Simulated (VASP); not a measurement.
Write the native input for VASP 6.6.1 that does the following.

| Item | Value |
| --- | --- |
| Task | single point |
| Functional | LDA |
| Potentials or basis | VASP PAW LDA potentials, release 64 (C) |
| Cutoff | 600 eV |
| k mesh | 11 × 11 × 3 |
| Occupations | fermi-dirac, width 0.15 eV |
| Spin | no spin polarisation |
| Dipole correction | no |
| Further INCAR settings | ALGO = Normal; EDIFF = 1e-06; NBANDS = 11 |

The structure of C lies in POSCAR:

```
C
1.0
    2.4561700000      0.0000000000      0.0000000000
   -1.2280850000      2.1271060000      0.0000000000
    0.0000000000      0.0000000000      8.5238030000
C
2
Direct
    0.3333333333      0.6666666667      0.0000000000
    0.6666666667      0.3333333333      0.0000000000
```

One way to write it, as run:

INCAR

```
PREC = Accurate ; ENCUT = 600
EDIFF = 1E-6 ; ISMEAR = -1
SIGMA = 0.15 ; LREAL = F
LASPH = T ; NELM = 120
ALGO = Normal ; ISIF = 2
LWAVE = F ; LCHARG = T
GGA = CA ; LELF = T
LVHAR = T ; NBANDS = 11
GGA_COMPAT = F
```

KPOINTS

```
regular mesh
0
Gamma
  11 11 3
```

Potentials or basis: VASP PAW LDA potentials, release 64 (C).

Command:

```sh
$ cat potpaw_LDA.64/C/POTCAR > POTCAR
$ mpirun -np 1 vasp_std > vasp.out
```

Results of the run:

```
Band gap on the k mesh : 1.51 eV, direct
```

It took 19 s on 1 thread of Intel Xeon 6975P-C, on a shared host, peak memory 0.14 GiB.
